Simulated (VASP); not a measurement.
Wanted: the native input for a VASP 6.6.1 run.

```
Task                   : single point
Functional             : PBE
Potentials or basis    : VASP PAW PBE potentials, release 64 (Sc_sv, Ga_d, Te, Se)
Cutoff                 : 520 eV
k mesh                 : 4 × 4 × 2
Occupations            : gaussian, width 0.1 eV
Spin                   : no spin polarisation
Dipole correction      : no
Further INCAR settings : ALGO = Normal; EDIFF = 1e-06; NBANDS = 29
```

The structure of ScGaTeSe2 lies in POSCAR:

```
ScGaTeSe2
1.0
    2.7263972700     -3.0359042300      0.0000000000
    2.7263972700      3.0359042300      0.0000000000
    0.0000000000      0.0000000000      8.8943459600
Sc Ga Te Se
1 1 1 2
Direct
    0.5000000000      0.5000000000      0.5000000000
    0.0000000000      0.0000000000      0.5000000000
    0.5000000000      0.5000000000      0.0000000000
    0.5000000000      0.5000000000      0.2491467000
    0.5000000000      0.5000000000      0.7508533000
```

The cell was built from a structure type or drawn by symmetry, and may not be a known phase.

These files were run (other wordings do the same):

INCAR

```
PREC     = Accurate       # precision mode
ENCUT    = 520            # plane-wave cutoff, eV
EDIFF    = 1E-6           # SCF threshold, eV
ISMEAR   = 0              # smearing method
SIGMA    = 0.1            # smearing width, eV
LREAL    = F              # projectors in reciprocal space
LASPH    = T              # aspherical terms in the spheres
NELM     = 100            # most SCF steps
ALGO     = Normal         # electronic algorithm
ISIF     = 2              # what is computed and relaxed
LWAVE    = F              # write WAVECAR
LCHARG   = F              # write CHGCAR
GGA      = PE             # functional
NBANDS   = 29             # bands
```

KPOINTS

```
Automatic mesh
0
Gamma
  4 4 2
```

Potentials or basis: VASP PAW PBE potentials, release 64 (Sc_sv, Ga_d, Te, Se).

The run is started by

```sh
$ cat potpaw_PBE.64/Sc_sv/POTCAR potpaw_PBE.64/Ga_d/POTCAR potpaw_PBE.64/Te/POTCAR potpaw_PBE.64/Se/POTCAR > POTCAR
$ mpirun -np 1 vasp_std > vasp.out
```

Results of the run:

```json
{
 "Pressure": "18.6 GPa",
 "Largest force": "3.958 eV/Å",
 "Band gap on the k mesh": "zero (bands 21 and 22 overlap by 0.72 eV)"
}
```

Caveat: the k points lie up to 0.39 Å⁻¹ apart, too coarse for converged energies and pressures of a metal; spin-orbit coupling is left out, which moves the levels of the heavy elements; forces of over 1 eV/Å act on the atoms, so gaps and moduli don't describe the material at rest.

Wall time 47 s on 1 thread of Intel(R) Xeon(R) Platinum 8488C (Sapphire Rapids), with other jobs on the host, peak memory 0.28 GiB.
